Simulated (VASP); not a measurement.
# ZnO: single point with PBE0

The system is ZnO.

```
Zn O
1.0
     3.24931    0.00000    0.00000
    -1.62465    2.81398    0.00000
     0.00000    0.00000    5.20571
Zn O
2 2
Direct
  0.66667 0.33333 0.00000
  0.33333 0.66667 0.50000
  0.33333 0.66667 0.87901
  0.66667 0.33333 0.37901
```

```
Program             : VASP 6.6.1
Task                : single point
Functional          : PBE0
Potentials or basis : VASP PAW PBE potentials, release 64 (Zn, O)
Cutoff              : 520 eV
k mesh              : 5 × 5 × 3
Occupations         : fermi-dirac, width 0.05 eV
Spin                : no spin polarisation
```

The pressure is 1.5 GPa and the largest force is 0.082 eV/Å. The band gap on the k mesh is 3.19 eV.

Forces in eV/Å, atoms in the order of the input:
```
Zn   0.000  0.000 -0.082
Zn   0.000  0.000 -0.082
O    0.000  0.000  0.082
O    0.000  0.000  0.082
```

Stress tensor (GPa, compression positive):
```
1.06 0.00 0.00
0.00 1.06 0.00
0.00 0.00 2.48
```

Levels at points of the mesh, in eV from the valence-band top:
```csv
k point,band 16,band 17,band 18,band 19,band 20,band 21
"(0.00, 0.00, 0.00)",-0.06,0.00,0.00,3.19,7.94,11.11
```

It took 25 min on 1 thread of Intel(R) Xeon(R) 6975P-C (Granite Rapids), on a shared host, peak memory 0.17 GiB.

Caveat: the k points lie up to 0.45 Å⁻¹ apart; the PAW data sets were made with another functional, which shifts forces and pressure a little.
